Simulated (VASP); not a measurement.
The system is Al4Ni.

```
CELL_PARAMETERS angstrom
2.80179 0.00000 0.00000
-1.40089 2.42642 0.00000
0.00000 0.00000 11.09681
ATOMIC_POSITIONS crystal
Al 0.33333 0.66667 0.83005
Al 0.33333 0.66667 0.38363
Al 0.66667 0.33333 0.16995
Al 0.66667 0.33333 0.61637
Ni 0.00000 0.00000 0.00000
```

```yaml
Program: VASP 6.6.1
Task: relaxation of cell and atoms
Functional: PBE
Potentials_or_basis: VASP PAW PBE potentials, release 64 (Al, Ni)
Cutoff: 600 eV
k_mesh: 18 × 18 × 4
Occupations: gaussian, width 0.1 eV
Spin: no spin polarisation
```

At the start: pressure -0.1 GPa; volume 15.09 Å³/atom.

Task: How do energy, volume and symmetry change on relaxing?

Result: Over 9 steps the energy falls by 4.1 meV/atom and the volume is 15.00 Å³/atom (-0.6 %); space group P-3m1 (No. 164, to 0.05 Å).

Step by step:
```tsv
step	energy change (eV)	largest force (eV/Å)	pressure (GPa)	volume (Å³)
1	0.0000	0.3012	-0.06	75.44
2	-0.0078	0.2216	-0.08	75.38
3	-0.0152	0.1637	0.07	75.23
4	-0.0184	0.1011	-0.13	75.30
5	-0.0194	0.0474	-0.40	75.37
6	-0.0199	0.0181	0.39	74.67
7	-0.0202	0.0289	0.10	74.93
8	-0.0203	0.0102	-0.04	74.99
9	-0.0203	0.0081	-0.05	74.98
```

Final structure:
```xyz
5
Lattice="2.8064 0.0000 0.0000 -1.4032 2.4304 0.0000 0.0000 0.0000 10.9934" Properties=species:S:1:pos:R:3 pbc="T T T"
Al    0.0000    1.6203    9.1064
Al    0.0000    1.6203    4.2834
Al    1.4032    0.8101    1.8870
Al    1.4032    0.8101    6.7100
Ni    0.0000    0.0000    0.0000
```
